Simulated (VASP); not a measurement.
HC4, 10 atoms in the cell. The cell holds a slab with vacuum, 10 atoms: a = 4.931 Å, b = 4.931 Å, c = 18.000 Å, α = 90.00°, β = 90.00°, γ = 120.00°. 

* Program: VASP 6.6.1
* Task: single point
* Functional: PBE
* Dispersion: D3(BJ)
* Potentials or basis: VASP PAW PBE potentials, release 64 (C, H)
* Cutoff: 520 eV
* k mesh: 6 × 6 × 1
* Occupations: gaussian, width 0.1 eV
* Spin: no spin polarisation
* Dipole correction: yes
* Further INCAR settings: ALGO = Normal; EDIFF = 1e-06; NBANDS = 28

Potentials or basis: VASP PAW PBE potentials, release 64 (C, H).

Command:

```sh
$ cat potpaw_PBE.64/C/POTCAR potpaw_PBE.64/H/POTCAR > POTCAR
$ mpirun -np 1 vasp_std > vasp.out
```

Hardware: 1 thread of Intel(R) Xeon(R) 6975P-C (Granite Rapids), on a shared host.

How long does it take, and how much memory?

It took 5.4 min on 1 thread of Intel(R) Xeon(R) 6975P-C (Granite Rapids) (shared host), peak memory 0.53 GiB. Counts: scf iterations 24, k points 13.
